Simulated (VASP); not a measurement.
# AlN (Fm-3m) in VASP: notebook, part 3 of 3

VASP 6.6.1.

### 5 Relaxation of cell and atoms, PBE-based screened hybrid

The input, POSCAR:

```
AlN
1.0
    0.0000000000      2.0345180000      2.0345180000
    2.0345180000      0.0000000000      2.0345180000
    2.0345180000      2.0345180000      0.0000000000
Al N
1 1
Direct
    0.5000000000      0.5000000000      0.5000000000
    0.0000000000      0.0000000000      0.0000000000
```

The input, INCAR.step1:

```
SYSTEM = AlN
  PREC = Accurate
  ENCUT = 600
  EDIFF = 1E-5
  ISMEAR = -1
  SIGMA = 0.05
  LREAL = .False.
  LASPH = .True.
  NELM = 100
  ALGO = Normal
  LWAVE = .True.
  LCHARG = .False.
  GGA = PE
  NBANDS = 11
```

The input, INCAR.step2:

```
SYSTEM = AlN
  PREC = Accurate
  ENCUT = 600
  EDIFF = 1E-6
  ISMEAR = -1
  SIGMA = 0.05
  LREAL = .False.
  LASPH = .True.
  NELM = 100
  ALGO = Normal
  ISIF = 3
  LWAVE = .False.
  LCHARG = .False.
  GGA = PE
  LHFCALC = .True.
  AEXX = 0.25
  HFSCREEN = 0.3
  PRECFOCK = Normal
  IBRION = 2
  NSW = 60
  EDIFFG = -0.01
  ISTART = 1
```

The input, KPOINTS:

```
regular mesh
0
Gamma
  6 6 6
  0 0 0
```

Potentials or basis: VASP PAW PBE potentials, release 64 (Al, N).

Started as:

```console
> cat potpaw_PBE.64/Al/POTCAR potpaw_PBE.64/N/POTCAR > POTCAR
> cp INCAR.step1 INCAR
> mpirun -np 1 vasp_std > vasp.out
> cp INCAR.step2 INCAR
> mpirun -np 1 vasp_std > vasp.out
```

OUTCAR:

```text
SYSTEM = AlN
   PREC = Accurate
   ENCUT = 600
   EDIFF = 1E-6
   ISMEAR = -1
   LREAL = .False.
   LASPH = .True.
   NELM = 100
   ISIF = 3
   GGA = PE
   LHFCALC = .True.
   AEXX = 0.25
   HFSCREEN = 0.3
   PRECFOCK = Normal
   IBRION = 2
   NSW = 60
   EDIFFG = -0.01
   ISTART = 1

 ion  position               nearest neighbor table
   1  0.500  0.500  0.500-   2 2.03   2 2.03   2 2.03   2 2.03   2 2.03   2 2.03
   2  0.000  0.000  0.000-   1 2.03   1 2.03   1 2.03   1 2.03   1 2.03   1 2.03

  LATTYP: Found a face centered cubic cell.
 ALAT       =     4.0690360000

  Lattice vectors:

 A1 = (   0.0000000000,   2.0345180000,   2.0345180000)
 A2 = (   2.0345180000,   0.0000000000,   2.0345180000)
 A3 = (   2.0345180000,   2.0345180000,   0.0000000000)

Analysis of symmetry for initial positions (statically):
=====================================================================
 Subroutine PRICEL returns:
 Original cell was already a primitive cell.

 Routine SETGRP: Setting up the symmetry group for a
 face centered cubic supercell.

 Subroutine GETGRP returns: Found 48 space group operations
 (whereof 48 operations were pure point group operations)
 out of a pool of 48 trial point group operations.

The static configuration has the point symmetry O_h .

Analysis of symmetry for dynamics (positions and initial velocities):
=====================================================================
 Subroutine PRICEL returns:
 Original cell was already a primitive cell.

 Routine SETGRP: Setting up the symmetry group for a
 face centered cubic supercell.

 Subroutine GETGRP returns: Found 48 space group operations
 (whereof 48 operations were pure point group operations)
 out of a pool of 48 trial point group operations.

The dynamic configuration has the point symmetry O_h .

[... 102 lines left out ...]
   EMIN   =  10.00;   EMAX   =-10.00  energy-range for DOS
   EFERMI =   0.00;   METHOD = LEGACY
   ISMEAR =    -1;   SIGMA  =   0.05  broadening in eV -4-tet -1-fermi 0-gaus
   EFERMI_NEDOS =   21; number of points for ismear=-14 and -15
   IALGO  =     38    algorithm
   IMIX   =      1    mixing-type and parameters
     AMIX     =   0.40;   BMIX     =  1.00
     AMIX_MAG =   1.60;   BMIX_MAG =  1.00
  volume/ion in A,a.u.               =       8.42        56.83
  Fermi-wavevector in a.u.,A,eV,Ry     =   1.277321  2.413786 22.198561  1.631548
  Thomas-Fermi vector in A             =   2.409927
   LORBIT       =      0    0 simple, 1 ext, 2 COOP (PROOUT), +10 PAW based schemes
   GGA     = PE    functional components
   LHFCALC =     T    Hartree Fock is set to
   PRECFOCK=normal    Normal, Fast or Accurate (Low or Medium for compatibility)
   ENCUT4O =  -1.0   cutoff for four orbital integrals eV
   NKREDX  =     1    reduce k-point grid by
   NKREDY  =     1    reduce k-point grid by
   NKREDZ  =     1    reduce k-point grid by
   AEXX    =    0.2500 exact exchange contribution
   HFSCREEN=    0.3000 screening length (either q_TF or 0.3 A-1)
   HFSCREENC=   0.3000 screening length for correlation (either q_TF or 0.3 A-1)
   ENCUTFOCK=  -1.0 apply spherical cutoff to Coloumb kernel
   IVDW    =     0    specifies the selected vdW correction
   LEPSILON=     F    determine dielectric tensor
   LRPA    =     F    only Hartree local field effects (RPA)
 conjugate gradient relaxation of ions
 non-spin polarized calculation
  energy-cutoff  :      600.00
  volume of cell :       16.84
 maximum number of plane-waves:       588
  NGX = 18; NGY = 18; NGZ = 18

--------------------------------------- Ionic step        1  -------------------------------------------

 number of electron       7.9999999 magnetization

 Free energy of the ion-electron system (eV)
  ---------------------------------------------------
  ext. energy  EPLUGINS =         0.00000000
  ---------------------------------------------------
  free energy    TOTEN  =       -16.75076142 eV

  energy without entropy =      -16.75076142  energy(sigma->0) =      -16.75076142

------------------------ aborting loop because EDIFF is reached ----------------------------------------

  FORCE on cell =-STRESS in cart. coord.  units (eV):
  Direction    XX          YY          ZZ          XY          YZ          ZX
  --------------------------------------------------------------------------------------
  -------------------------------------------------------------------------------------
  Total       -0.7589035     -0.7589035     -0.7589035     -0.0000000     -0.0000000      0.0000000
  in kB      -72.1909120    -72.1909120    -72.1909120     -0.0000000     -0.0000000      0.0000000
  external PRESSURE =     -72.1909120 kB  Pullay stress =       0.0000000 kB
[... 59 lines left out ...]
--------------------------------------- Ionic step        3  -------------------------------------------

 number of electron       7.9999999 magnetization

 Free energy of the ion-electron system (eV)
  ---------------------------------------------------
  ext. energy  EPLUGINS =         0.00000000
  ---------------------------------------------------
  free energy    TOTEN  =       -16.76118724 eV

  energy without entropy =      -16.76118724  energy(sigma->0) =      -16.76118724

 E-fermi :  10.3840     XC(G=0): -10.2381

 val. band max:        9.3491444028   @ k =   0.0000   0.0000   0.0000
 cond. band min:      15.1551142158   @ k =   0.5000   0.5000   0.0000
 fundamental gap:      5.8059698131
 Fermi energy:        10.3839532245

 k-point     1 :       0.0000    0.0000    0.0000
  band No.  band energies     occupation
      1      -9.8797      2.00000
      2       9.3491      2.00000
      3       9.3491      2.00000
      4       9.3491      2.00000
      5      16.4275      0.00000
      6      22.9212      0.00000
      7      22.9212      0.00000
      8      22.9212      0.00000
[... 192 lines left out ...]
  FREE ENERGIE OF THE ION-ELECTRON SYSTEM (eV)
  ---------------------------------------------------
  free  energy   TOTEN  =       -16.7611872363 eV

  energy  without entropy=      -16.7611872362  energy(sigma->0) =      -16.76118724

 reached required accuracy - stopping structural energy minimisation
```

OUTCAR.step1:

```text
SYSTEM = AlN
   PREC = Accurate
   ENCUT = 600
   EDIFF = 1E-5
   ISMEAR = -1
   LREAL = .False.
[... 433 lines left out ...]
      2.03452      2.03452      2.03452        -0.000000     -0.000000     -0.000000
      0.00000      0.00000      0.00000         0.000000      0.000000      0.000000
 -----------------------------------------------------------------------------------
    total drift:                                0.000000     -0.000000     -0.000000

  FREE ENERGIE OF THE ION-ELECTRON SYSTEM (eV)
  ---------------------------------------------------
  free  energy   TOTEN  =       -14.5424638265 eV

  energy  without entropy=      -14.5424638264  energy(sigma->0) =      -14.54246383
```

OSZICAR.step1:

```text
N       E                     dE             d eps       ncg     rms          rms(c)
DAV:   1     0.668460180680E+01    0.66846E+01   -0.46266E+03   360   0.764E+02
DAV:   2    -0.154036215463E+02   -0.22088E+02   -0.20064E+02   439   0.130E+02
DAV:   3    -0.162716006248E+02   -0.86798E+00   -0.86399E+00   432   0.214E+01
DAV:   4    -0.162749558927E+02   -0.33553E-02   -0.33550E-02   406   0.142E+00
DAV:   5    -0.162749777841E+02   -0.21891E-04   -0.21891E-04   409   0.129E-01    0.752E+00
DAV:   6    -0.145608087503E+02    0.17142E+01   -0.75986E+00   408   0.152E+01    0.263E+00
DAV:   7    -0.145482799356E+02    0.12529E-01   -0.17731E-01   376   0.311E+00    0.174E+00
DAV:   8    -0.145427736501E+02    0.55063E-02   -0.16658E-02   373   0.122E+00    0.329E-01
DAV:   9    -0.145424062264E+02    0.36742E-03   -0.15807E-03   421   0.248E-01    0.149E-01
DAV:  10    -0.145424709142E+02   -0.64688E-04   -0.15941E-04   388   0.914E-02    0.432E-02
DAV:  11    -0.145424638265E+02    0.70877E-05   -0.22493E-05   247   0.280E-02
   1 F= -.14542464E+02 E0= -.14542464E+02  d E =-.845881E-10
```

Wall time 8.1 min (1 thread of Intel Xeon 6975P-C (Granite Rapids), shared host); peak memory 0.24 GiB.

Results:

| Item | Value |
| --- | --- |
| Free energy | -16.7612 eV |
| Relaxed volume | 8.20 Å³/atom |
| Relaxed cell | a = 2.851 Å, b = 2.851 Å, c = 2.851 Å, α = 60.00°, β = 60.00°, γ = 60.00° |
| Space group after relaxing (to 0.05 Å) | Fm-3m (No. 225) |
| Energy gained by relaxing | 5.2 meV/atom |
| Ionic steps | 3 |
| Pressure after relaxing | 0.0 GPa |
| Band gap on the k mesh | 5.81 eV, indirect (least direct gap 7.08 eV) |

The path:
```tsv
step	energy change (eV)	largest force (eV/Å)	pressure (GPa)	volume (Å³)
1	0.0000	0.0000	-7.22	16.84
2	0.0011	0.0000	8.31	15.93
3	-0.0104	0.0000	-0.03	16.39
```

Final structure:
```
Al N
1.0
     0.00000    2.01621    2.01621
     2.01621    0.00000    2.01621
     2.01621    2.01621    0.00000
Al N
1 1
Cartesian
  2.0162 2.0162 2.0162
  0.0000 0.0000 0.0000
```

Levels at points of the mesh, in eV from the valence-band top:
| k point | band 2 | band 3 | band 4 | band 5 | band 6 | band 7 |
| --- | --- | --- | --- | --- | --- | --- |
| (0.00, 0.00, 0.00) | 0.00 | 0.00 | 0.00 | 7.08 | 13.57 | 13.57 |
| (0.50, 0.00, 0.00) | -8.99 | -1.17 | -1.17 | 7.35 | 12.39 | 12.39 |
| (0.50, 0.50, 0.00) | -8.02 | -3.06 | -3.06 | 5.81 | 6.37 | 16.05 |

Caveat: the k points lie up to 0.45 Å⁻¹ apart in the final cell; the PAW data sets were made with another functional, which shifts forces and pressure a little.

### 6 Relaxation of cell and atoms, PBEsol-based screened hybrid

POSCAR is that of step 5.

The input, INCAR.step1:

```
  PREC = Accurate
  ENCUT = 600
  EDIFF = 1E-5
  ISMEAR = -1
  SIGMA = 0.05
  LREAL = F
  LASPH = T
  NELM = 100
  ALGO = Normal
  LWAVE = T
  LCHARG = F
  GGA = PE
  NBANDS = 11
```

The input, INCAR.step2:

```
  PREC = Accurate
  ENCUT = 600
  EDIFF = 1E-6
  ISMEAR = -1
  SIGMA = 0.05
  LREAL = F
  LASPH = T
  NELM = 100
  ALGO = Normal
  ISIF = 3
  LWAVE = F
  LCHARG = F
  GGA = PS
  LHFCALC = T
  AEXX = 0.25
  HFSCREEN = 0.207
  PRECFOCK = Normal
  IBRION = 2
  NSW = 60
  EDIFFG = -0.01
  ISTART = 1
```

The input, KPOINTS:

```
regular mesh
0
Gamma
  6 6 6
```

Potentials or basis: VASP PAW PBE potentials, release 64 (Al, N).

Started as:

```console
> cat potpaw_PBE.64/Al/POTCAR potpaw_PBE.64/N/POTCAR > POTCAR
> cp INCAR.step1 INCAR
> mpirun -np 1 vasp_std > vasp.out
> cp INCAR.step2 INCAR
> mpirun -np 1 vasp_std > vasp.out
```

Wall time 7.9 min (1 thread of Intel Xeon 6975P-C (Granite Rapids), shared host); peak memory 0.24 GiB.

It converged, with:

* Free energy: -17.7672 eV
* Relaxed volume: 8.09 Å³/atom
* Relaxed cell: a = 2.840 Å, b = 2.840 Å, c = 2.840 Å, α = 60.00°, β = 60.00°, γ = 60.00°
* Space group after relaxing (to 0.05 Å): Fm-3m (No. 225)
* Energy gained by relaxing: 11.3 meV/atom
* Ionic steps: 3
* Pressure after relaxing: -0.1 GPa
* Band gap on the k mesh: 6.15 eV, indirect (least direct gap 7.53 eV)

Step by step:
```csv
step,energy change (eV),largest force (eV/Å),pressure (GPa),volume (Å³)
1,0.0000,0.0000,-10.64,16.84
2,0.0040,0.0000,13.21,15.52
3,-0.0226,0.0000,-0.09,16.19
```

Final structure:
```
CELL_PARAMETERS angstrom
0.00000 2.00785 2.00785
2.00785 0.00000 2.00785
2.00785 2.00785 0.00000
ATOMIC_POSITIONS crystal
Al 0.50000 0.50000 0.50000
N 0.00000 0.00000 0.00000
```

Levels at points of the mesh, in eV from the valence-band top:
| k point | band 2 | band 3 | band 4 | band 5 | band 6 | band 7 |
| --- | --- | --- | --- | --- | --- | --- |
| (0.00, 0.00, 0.00) | 0.00 | 0.00 | 0.00 | 7.53 | 13.79 | 13.79 |
| (0.50, 0.00, 0.00) | -9.18 | -1.21 | -1.21 | 7.63 | 12.71 | 12.71 |
| (0.50, 0.50, 0.00) | -8.20 | -3.12 | -3.12 | 6.15 | 6.49 | 16.45 |

Caveat: the k points lie up to 0.45 Å⁻¹ apart in the final cell; the PAW data sets were made with another functional, which shifts forces and pressure a little. A k mesh can miss the band edges.

### 7 Overview

| task | level | cell | k mesh | smearing | grid for exact exchange (PRECFOCK) | share of exact exchange | screening parameter | gap on the mesh (eV) | pressure (GPa) | relaxed volume (Å³/atom) |
| --- | --- | --- | --- | --- | --- | --- | --- | --- | --- | --- |
| single point | PBE | as given | 11 × 11 × 11 | gaussian 0.021 eV | - | - | - | 4.55 | -0.1 | - |
| single point | PBE | as given | 11 × 11 × 11 | gaussian 0.022 eV | - | - | - | 4.55 | -0.1 | - |
| single point | PBE | as given | 11 × 11 × 11 | gaussian 0.023 eV | - | - | - | 4.55 | -0.1 | - |
| relaxation of cell and atoms | PBE-based screened hybrid | relaxed | 6 × 6 × 6 | fermi-dirac 0.05 eV | Normal | 0.25 | 0.3 1/Å | 5.81 | 0.0 | 8.20 |
| relaxation of cell and atoms | PBEsol-based screened hybrid | relaxed | 6 × 6 × 6 | fermi-dirac 0.05 eV | Normal | 0.25 | 0.207 1/Å | 6.15 | -0.1 | 8.09 |

Alike in all rows: potentials or basis VASP PAW PBE potentials, release 64 (Al, N); no spin polarisation; cutoff (eV) 600.

Caveats: some runs use coarse meshes; the PAW data sets were made with another functional, which shifts forces and pressure a little (some runs).

Absolute energies hang on the potentials; compare differences alone.
